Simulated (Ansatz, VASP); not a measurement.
One calculation of KF, two programs

POSCAR

```
KF
1.0
    0.0000000000      2.6735000000      2.6735000000
    2.6735000000      0.0000000000      2.6735000000
    2.6735000000      2.6735000000      0.0000000000
K F
1 1
Direct
    0.0000000000      0.0000000000      0.0000000000
    0.4298672153      0.5701327847      0.5701327847
```

File INCAR.step1:

```
  ALGO = Normal
  EDIFF = 1E-4
  ENCUT = 520
  GGA = PE
  ISMEAR = 0
  LASPH = True
  LCHARG = False
  LREAL = False
  LWAVE = True
  NBANDS = 15
  NELM = 100
  PREC = Accurate
  SIGMA = 0.05
```

File INCAR.step2:

```
  ALGO = Normal
  EDIFF = 1E-6
  ENCUT = 520
  ISIF = 2
  ISMEAR = 0
  ISTART = 1
  LASPH = True
  LCHARG = False
  LMIXTAU = True
  LREAL = False
  LWAVE = False
  METAGGA = R2SCAN
  NBANDS = 15
  NELM = 100
  PREC = Accurate
  SIGMA = 0.05
```

KPOINTS

```
k-points
0
Gamma
  8 8 8
```

Input for Ansatz:

```yaml
crystal:
  lattice:
    - [0.0, 2.6735, 2.6735]
    - [2.6735, 0.0, 2.6735]
    - [2.6735, 2.6735, 0.0]
  atoms:
    - { symbol: K, position: [0.0, 0.0, 0.0] }
    - { symbol: F, position: [0.4298672153, 0.5701327847, 0.5701327847] }
basis:
  ecutwfc: 500
kpoints:
  mp_grid: { grid: [8, 8, 8] }
hamiltonian:
  xc: r2scan
scf:
  occupations: { method: gaussian, width: 0.05 }
output:
  forces: true
  stress: true
  eigenvalues: true
```

Change from the starting cell: all F atoms moved +0.375 Å, as atom 2 along Cartesian [1 0 0].

Alike in both runs: task single point; functional r2SCAN; k mesh 8 × 8 × 8; occupations gaussian, width 0.05 eV; no spin polarisation.

```csv
,VASP,Ansatz
version,VASP 6.6.1,Ansatz 0.2.0
potentials or method,"VASP PAW PBE potentials, release 64 (K_sv, F), cutoff 520 eV","scalar-relativistic, plane waves, PAW"
valence electrons in the cell,16,16
```

Ansatz gave:

```
gap on the k mesh at the Fermi level (eV)                     : 6.79
least direct gap on the mesh (eV)                             : 6.82
pressure (GPa)                                                : 1.9
traceless stress, the component that is largest in VASP (GPa) : 5.62
rms of the force components (eV/Å)                            : 0.607
```

Problem. Which values does VASP return?

Solution. gap on the k mesh at the Fermi level (eV): 6.79; least direct gap on the mesh (eV): 6.81; pressure (GPa): 2.0; traceless stress, the component that is largest in VASP (GPa): 5.89; rms of the force components (eV/Å): 0.637.

VASP's potentials were made for PBE, not for r2SCAN. Atom by atom the forces differ by 0.030 eV/Å (rms over components).
